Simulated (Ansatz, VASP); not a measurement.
**Rb in VASP and in Ansatz**

File INCAR:

```
SYSTEM = Rb
  PREC = Accurate
  ENCUT = 520
  EDIFF = 1E-6
  ISMEAR = -1
  SIGMA = 0.05
  LREAL = .False.
  LASPH = .True.
  NELM = 100
  ALGO = Normal
  ISIF = 2
  LWAVE = .False.
  LCHARG = .True.
  GGA = PS
  LELF = .True.
  LVHAR = .True.
  NBANDS = 10
```

File KPOINTS:

```
Automatic mesh
0
Gamma
  8 8 8
  0 0 0
```

File POSCAR:

```
Rb
1.0
   -2.8610335797      2.8610335797      2.8610335797
    2.8610335797     -2.8610335797      2.8610335797
    2.8610335797      2.8610335797     -2.8610335797
Rb
1
Direct
    0.0000000000      0.0000000000      0.0000000000
```

Input for Ansatz:

```yaml
crystal:
  lattice:
    - [-2.8610335797, 2.8610335797, 2.8610335797]
    - [2.8610335797, -2.8610335797, 2.8610335797]
    - [2.8610335797, 2.8610335797, -2.8610335797]
  atoms:
    - { symbol: Rb, position: [0.0, 0.0, 0.0] }
kpoints:
  mp_grid: { grid: [8, 8, 8] }
  band_path:
    path:
      - [0.0, 0.0, 0.0]
      - [0.5, -0.5, 0.5]
      - [0.0, 0.0, 0.5]
      - [0.0, 0.0, 0.0]
      - [0.25, 0.25, 0.25]
      - [0.5, -0.5, 0.5]
      - [0.25, 0.25, 0.25]
      - [0.0, 0.0, 0.5]
    npoints: 5
scf:
  occupations: { method: fermi_dirac, width: 0.05 }
hamiltonian:
  xc: pbesol
  pseudopotentials: { kind: all_electron, lapw: { basis_error: 0.001 } }
output:
  forces: true
  stress: true
  eigenvalues: true
```

Change from the starting cell: volume scaled by 1.06.

Alike in both runs: task single point; functional PBEsol; k mesh 8 × 8 × 8; occupations fermi-dirac, width 0.05 eV; no spin polarisation.

|  | VASP | Ansatz |
| --- | --- | --- |
| version | VASP 6.6.1 | Ansatz 0.2.0 |
| potentials or method | VASP PAW PBE potentials, release 64 (Rb_sv), cutoff 520 eV | all-electron LAPW, scalar-relativistic |

|  | VASP | Ansatz | Ansatz less VASP |
| --- | --- | --- | --- |
| pressure (GPa) | -0.2 | -0.2 | 0.00 |

VASP's potentials were made for PBE, not for PBEsol. Ansatz ran all-electron here, and VASP with PAW potentials.
